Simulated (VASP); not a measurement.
# C18F in VASP: single point with PBE

Aim: the single point of C18F with PBE.

Everything below comes from runs of VASP 6.6.1. Logs are shortened: lines on timing, memory, paths and dates and some standing lists are left out, and cuts for length are marked.

## (1) The cell of the first run

The cell holds a slab with vacuum, 19 atoms: a = 7.398 Å, b = 7.398 Å, c = 12.000 Å, α = 90.00°, β = 90.00°, γ = 120.00°.

## (2) Single point, PBE, collinear spin, zero start

INCAR reads:

```
  ALGO = Normal
  EDIFF = 1E-6
  ENCUT = 520
  GGA = PE
  ISIF = 2
  ISMEAR = 0
  ISPIN = 2
  LASPH = T
  LCHARG = F
  LORBIT = 11
  LREAL = Auto
  LWAVE = F
  MAGMOM = 0 0 0 0 0 0 0 0 0 0 0 0 0 0 0 0 0 0 0
  NBANDS = 58
  NELM = 150
  PREC = Accurate
  SIGMA = 0.05
```

KPOINTS reads:

```
k-points
0
Gamma
  2 2 1
```

POSCAR reads:

```
C18F
1.0
    7.3980000000      0.0000000000      0.0000000000
   -3.6990000000      6.4068560000      0.0000000000
    0.0000000000      0.0000000000     12.0000000000
C F
18 1
Direct
   -0.0017065641     -0.0073241852      0.0839446667
    0.2188321913      0.1015786838      0.0781015833
   -0.0024917123      0.3241866213      0.0745170833
    0.2196074627      0.4353181966      0.0741313333
   -0.0015814086      0.6565095267      0.0839865000
    0.2189609568      0.7683266176      0.0780894167
    0.3312140364     -0.0088747117      0.0792628333
    0.5529565937      0.1019940202      0.0787155000
    0.3305941314      0.3241847483      0.0744671667
    0.5532202266      0.4359492394      0.0779991667
    0.3306452834      0.6573773470      0.0744233333
    0.5532835638      0.7683097607      0.0779118333
    0.6638205170     -0.0088701853      0.0791788333
    0.8866580928      0.1015716601      0.0780575833
    0.6638353766      0.3237634809      0.0792639167
    0.8866199523      0.4359273878      0.0781341667
    0.6620181282      0.6565193599      0.0837453333
    0.8861402313      0.7684542933      0.1112607500
    0.8859579486      0.7682897821      0.2423085000
```

Potentials or basis: VASP PAW PBE potentials, release 64 (C, F).

The run is started by

```bash
> cat potpaw_PBE.64/C/POTCAR potpaw_PBE.64/F/POTCAR > POTCAR
> mpirun -np 1 vasp_std > vasp.out
```

OUTCAR:

```text
EDIFF = 1E-6
   ENCUT = 520
   GGA = PE
   ISIF = 2
   ISMEAR = 0
   ISPIN = 2
   LASPH = T
   LORBIT = 11
   LREAL = Auto
   NELM = 150
   PREC = Accurate

 ion  position               nearest neighbor table
   1  0.998  0.993  0.084-  14 1.41   2 1.41  18 1.47
   2  0.219  0.102  0.078-   1 1.41   9 1.43   7 1.43
   3  0.998  0.324  0.075-   4 1.42  14 1.43  16 1.43
   4  0.220  0.435  0.074-  11 1.42   3 1.42   9 1.42
   5  0.998  0.657  0.084-   6 1.41  16 1.42  18 1.47
   6  0.219  0.768  0.078-   5 1.41  11 1.43   7 1.43
[... 9 lines left out ...]
  16  0.887  0.436  0.078-   5 1.42   3 1.43  15 1.43
  17  0.662  0.657  0.084-  12 1.41  10 1.41  18 1.47
  18  0.886  0.768  0.111-   5 1.47  17 1.47   1 1.47  19 1.57
  19  0.886  0.768  0.242-  18 1.57

  LATTYP: Found a hexagonal cell.
 ALAT       =     7.3980000000
 C/A-ratio  =     1.6220600162

  Lattice vectors:

 A1 = (   7.3980000000,   0.0000000000,   0.0000000000)
 A2 = (  -3.6990000000,   6.4068560000,   0.0000000000)
 A3 = (   0.0000000000,   0.0000000000,  12.0000000000)

Analysis of symmetry for initial positions (statically):
=====================================================================
 Subroutine PRICEL returns:
 Original cell was already a primitive cell.

 Routine SETGRP: Setting up the symmetry group for a
 hexagonal supercell.

 Subroutine GETGRP returns: Found  1 space group operations
 (whereof  1 operations were pure point group operations)
 out of a pool of 24 trial point group operations.

The static configuration has the point symmetry C_1 .

Analysis of symmetry for dynamics (positions and initial velocities):
=====================================================================
 Subroutine PRICEL returns:
 Original cell was already a primitive cell.

 Routine SETGRP: Setting up the symmetry group for a
 hexagonal supercell.

 Subroutine GETGRP returns: Found  1 space group operations
 (whereof  1 operations were pure point group operations)
 out of a pool of 24 trial point group operations.

The dynamic configuration has the point symmetry C_1 .

Analysis of structural, dynamic, and magnetic symmetry:
=====================================================================
 Subroutine PRICEL returns:
 Original cell was already a primitive cell.

 Routine SETGRP: Setting up the symmetry group for a
 hexagonal supercell.

 Subroutine GETGRP returns: Found  1 space group operations
 (whereof  1 operations were pure point group operations)
 out of a pool of 24 trial point group operations.

The overall configuration has the point symmetry C_1 .

 Subroutine INISYM returns: Found  1 space group operations
 (whereof  1 operations are pure point group operations),
 and found     1 'primitive' translations

----------------------------------------------------------------------------------------

                                     Primitive cell

  volume of cell :     568.7750

  direct lattice vectors                    reciprocal lattice vectors
     7.398000000  0.000000000  0.000000000     0.135171668  0.078041398  0.000000000
    -3.699000000  6.406856000  0.000000000     0.000000000  0.156082796  0.000000000
     0.000000000  0.000000000 12.000000000     0.000000000  0.000000000  0.083333333

  length of vectors
     7.398000000  7.398000054 12.000000000     0.156082797  0.156082796  0.083333333

  position of ions in fractional coordinates (direct lattice)
     0.998293436  0.992675815  0.083944667
     0.218832191  0.101578684  0.078101583
     0.997508288  0.324186621  0.074517083
     0.219607463  0.435318197  0.074131333
     0.998418591  0.656509527  0.083986500
     0.218960957  0.768326618  0.078089417
[... 11 lines left out ...]
     0.886140231  0.768454293  0.111260750
     0.885957949  0.768289782  0.242308500

  ion indices of the primitive-cell ions
   primitive index   ion index
                 1           1
                 2           2
                 3           3
                 4           4
                 5           5
                 6           6
[... 11 lines left out ...]
                18          18
                19          19

----------------------------------------------------------------------------------------

 KPOINTS: k-points

Automatic generation of k-mesh.
 Grid dimensions read from file:
 generate k-points for:    2    2    1

 Generating k-lattice:

  Cartesian coordinates                     Fractional coordinates (reciprocal lattice)
     0.067585834  0.039020699  0.000000000     0.500000000  0.000000000  0.000000000
     0.000000000  0.078041398  0.000000000     0.000000000  0.500000000  0.000000000
     0.000000000  0.000000000  0.083333333     0.000000000  0.000000000  1.000000000

  Length of vectors
     0.078041399  0.078041398  0.083333333

  Shift w.r.t. Gamma in fractional coordinates (k-lattice)
     0.000000000  0.000000000  0.000000000

 Subroutine IBZKPT returns following result:
 ===========================================

 Found      4 irreducible k-points:

 Following reciprocal coordinates:
            Coordinates               Weight
  0.000000  0.000000  0.000000      1.000000
  0.500000  0.000000  0.000000      1.000000
  0.000000  0.500000  0.000000      1.000000
  0.500000  0.500000  0.000000      1.000000
   k-points           NKPTS =      4   k-points in BZ     NKDIM =      4   number of bands    NBANDS=     58
   number of dos      NEDOS =    301   number of ions     NIONS =     19
   total plane-waves  NPLWV = 282240
   dimension x,y,z NGX =    56 NGY =   56 NGZ =   90
   dimension x,y,z NGXF=   112 NGYF=  112 NGZF=  180
   ions per type =              18   1
   NGX,Y,Z   is equivalent  to a cutoff of  12.58, 12.58, 12.47 a.u.
   NGXF,Y,Z  is equivalent  to a cutoff of  25.17, 25.17, 24.94 a.u.
 SYSTEM =  unknown system
   PREC   = accura    normal or accurate (medium, high low for compatibility)
   ISTART =      0    job   : 0-new  1-cont  2-samecut
   ICHARG =      2    charge: 1-file 2-atom 10-const
   ISPIN  =      2    spin polarized calculation?
   LNONCOLLINEAR =      F non collinear calculations
   LSORBIT =      F    spin-orbit coupling
   LASPH  =      T    aspherical Exc in radial PAW
   ENCUT  =  520.0 eV  38.22 Ry    6.18 a.u.  13.76 13.76 22.31*2*pi/ulx,y,z
   NELM   =    150;   NELMIN=  2; NELMDL= -5     # of ELM steps
   EDIFF  = 0.1E-05   stopping-criterion for ELM
   LREAL  =      T    real-space projection
   EDIFFG = 0.1E-04   stopping-criterion for IOM
   NSW    =      0    number of steps for IOM
   IBRION =     -1    ionic relax: 0-MD 1-quasi-New 2-CG
   NFREE  =      0    steps in history (QN), initial steepest desc. (CG)
   ISIF   =      2    stress and relaxation
   ISYM   =      2    0-nonsym 1-usesym 2-fastsym
   POTIM  = 0.5000    time-step for ionic-motion
   TEBEG  =    0.0;   TEEND  =   0.0 temperature during run
   PSTRESS=    0.0 pullay stress
   NELECT =      79.0000    total number of electrons
   NUPDOWN=      -1.0000    fix difference up-down
   EMIN   =  10.00;   EMAX   =-10.00  energy-range for DOS
   EFERMI =   0.00;   METHOD = LEGACY
   ISMEAR =     0;   SIGMA  =   0.05  broadening in eV -4-tet -1-fermi 0-gaus
   EFERMI_NEDOS =   21; number of points for ismear=-14 and -15
   IALGO  =     38    algorithm
   IMIX   =      4    mixing-type and parameters
     AMIX     =   0.40;   BMIX     =  1.00
     AMIX_MAG =   1.60;   BMIX_MAG =  1.00
  volume/ion in A,a.u.               =      29.94       202.01
  Fermi-wavevector in a.u.,A,eV,Ry     =   0.847820  1.602148  9.779852  0.718799
  Thomas-Fermi vector in A             =   1.963386
   LORBIT       =     11    0 simple, 1 ext, 2 COOP (PROOUT), +10 PAW based schemes
   GGA     = PE    functional components
   LHFCALC =     F    Hartree Fock is set to
   AEXX    =    0.0000 exact exchange contribution
   IVDW    =     0    specifies the selected vdW correction
   LEPSILON=     F    determine dielectric tensor
   LRPA    =     F    only Hartree local field effects (RPA)
 spin polarized calculation
 Gauss-broadening in eV      SIGMA  =   0.05
  energy-cutoff  :      520.00
  volume of cell :      568.78
 maximum number of plane-waves:     15363
 NGX is ok and might be reduce to    56
   NGX = 27   NGY = 27   NGZ = 45

 number of electron      79.0000004 magnetization      -0.0000000

 number of electron      79.0000004 magnetization       0.0000000

 Free energy of the ion-electron system (eV)
  ---------------------------------------------------
  ext. energy  EPLUGINS =         0.00000000
  ---------------------------------------------------
  free energy    TOTEN  =      -168.49154833 eV

  energy without entropy =     -168.49154833  energy(sigma->0) =     -168.49154833

 E-fermi :  -2.5220     XC(G=0):  -3.7953

 val. band max:       -2.8115210300   @ k =   0.5000   0.0000   0.0000
 cond. band min:      -2.1292287341   @ k =   0.0000   0.0000   0.0000
 fundamental gap:      0.6822922959
 Fermi energy:        -2.5220493284

 spin component 1

 k-point     1 :       0.0000    0.0000    0.0000
  band No.  band energies     occupation
      1     -25.4483      1.00000
      2     -21.5797      1.00000
      3     -19.1164      1.00000
      4     -19.1157      1.00000
      5     -19.1072      1.00000
      6     -19.0294      1.00000
[... 43 lines left out ...]
     50       3.5988      0.00000
     51       4.0807      0.00000
[... 160 lines left out ...]
     50       4.1816      0.00000
     51       4.1885      0.00000
 Fermi energy:        -2.5220493284

 spin component 2

 k-point     1 :       0.0000    0.0000    0.0000
  band No.  band energies     occupation
      1     -25.4483      1.00000
      2     -21.5797      1.00000
      3     -19.1164      1.00000
      4     -19.1157      1.00000
      5     -19.1072      1.00000
      6     -19.0294      1.00000
[... 43 lines left out ...]
     50       3.5995      0.00000
     51       4.0808      0.00000
[... 160 lines left out ...]
     50       4.1816      0.00000
     51       4.1885      0.00000
 [bands above 51 left out]

------------------------ aborting loop because EDIFF is reached ----------------------------------------

  FORCE on cell =-STRESS in cart. coord.  units (eV):
  Direction    XX          YY          ZZ          XY          YZ          ZX
  --------------------------------------------------------------------------------------
  -------------------------------------------------------------------------------------
  Total       -0.0288393     -0.0043461      0.0200136     -0.0032308      0.0038642     -0.0037507
  in kB       -0.0812372     -0.0122424      0.0563762     -0.0091007      0.0108851     -0.0105654
  external PRESSURE =      -0.0123678 kB  Pullay stress =       0.0000000 kB

 VOLUME and BASIS-vectors are now :
 -----------------------------------------------------------------------------
  energy-cutoff  :      520.00
  volume of cell :      568.78
      direct lattice vectors                 reciprocal lattice vectors
     7.398000000  0.000000000  0.000000000     0.135171668  0.078041398  0.000000000
    -3.699000000  6.406856000  0.000000000     0.000000000  0.156082796  0.000000000
     0.000000000  0.000000000 12.000000000     0.000000000  0.000000000  0.083333333

 POSITION                                       TOTAL-FORCE (eV/Angst)
 -----------------------------------------------------------------------------------
      3.71347      6.35993      1.00734         0.003934      0.003844     -0.005852
      1.24318      0.65080      0.93722         0.029274     -0.010181      0.001162
      6.18040      2.07702      0.89420         0.012747      0.012436     -0.003824
      0.01441      2.78902      0.88958         0.007421     -0.019469     -0.002239
      4.95787      4.20616      1.00784        -0.016433     -0.000540     -0.014068
     -1.22217      4.92256      0.93707         0.002822      0.007751      0.002124
[... 11 lines left out ...]
      3.71315      4.92338      1.33513         0.005645      0.022151     -0.114527
      3.71241      4.92232      2.90770        -0.006169     -0.000550      0.120096
 -----------------------------------------------------------------------------------
    total drift:                                0.034897      0.006229      0.000140

  FREE ENERGIE OF THE ION-ELECTRON SYSTEM (eV)
  ---------------------------------------------------
  free  energy   TOTEN  =      -168.4915483262 eV

  energy  without entropy=     -168.4915483262  energy(sigma->0) =     -168.49154833

 total charge

# of ion       s       p       d       tot
------------------------------------------
    1        0.862   1.779   0.000   2.641
    2        0.865   1.778   0.000   2.642
    3        0.865   1.775   0.000   2.639
    4        0.863   1.790   0.000   2.653
    5        0.862   1.778   0.000   2.640
    6        0.865   1.778   0.000   2.642
[... 11 lines left out ...]
   18        0.835   1.671   0.000   2.506
   19        1.753   4.292   0.000   6.045
--------------------------------------------------
tot         17.265  36.227   0.000  53.491

 magnetization (x)

# of ion       s       p       d       tot
------------------------------------------
    1        0.000   0.000   0.000   0.000
    2        0.000   0.000   0.000   0.000
    3        0.000   0.000   0.000   0.000
    4        0.000   0.000   0.000   0.000
    5        0.000   0.000   0.000   0.000
    6        0.000   0.000   0.000   0.000
[... 11 lines left out ...]
   18       -0.000  -0.000   0.000  -0.000
   19       -0.000  -0.000   0.000  -0.000
--------------------------------------------------
tot          0.000   0.000   0.000   0.000
```

Run time: 13 min. Hardware: 1 thread of Oxide Virtual Turin-like, shared host; peak memory 0.82 GiB.

What came out:

| Quantity | Value |
| --- | --- |
| Free energy | -168.4915 eV |
| Largest force | 0.120 eV/Å |
| Net moment | 0.00 μB per cell |
| Valence electrons inside the program's atomic spheres | C 2.64, 2.65, 2.51 (each value once); F 6.04 |

Forces in eV/Å, atoms in the order of the input:
```
C    0.004  0.004 -0.006
C    0.029 -0.010  0.001
C    0.013  0.012 -0.004
C    0.007 -0.019 -0.002
C   -0.016 -0.001 -0.014
C    0.003  0.008  0.002
C   -0.017  0.002  0.002
C   -0.006  0.000  0.002
C   -0.014  0.009 -0.005
C    0.007 -0.011  0.002
C    0.001  0.005 -0.003
C    0.002  0.007  0.007
C    0.011 -0.011 -0.001
C   -0.031 -0.011  0.003
C   -0.004 -0.007  0.006
C    0.000  0.001 -0.002
C    0.012  0.000  0.006
C    0.006  0.022 -0.115
F   -0.006 -0.001  0.120
```

Caveat: the k points lie up to 0.49 Å⁻¹ apart; there is no dipole correction, which matters where the two faces differ; no moment was typed at the start, so none could form.
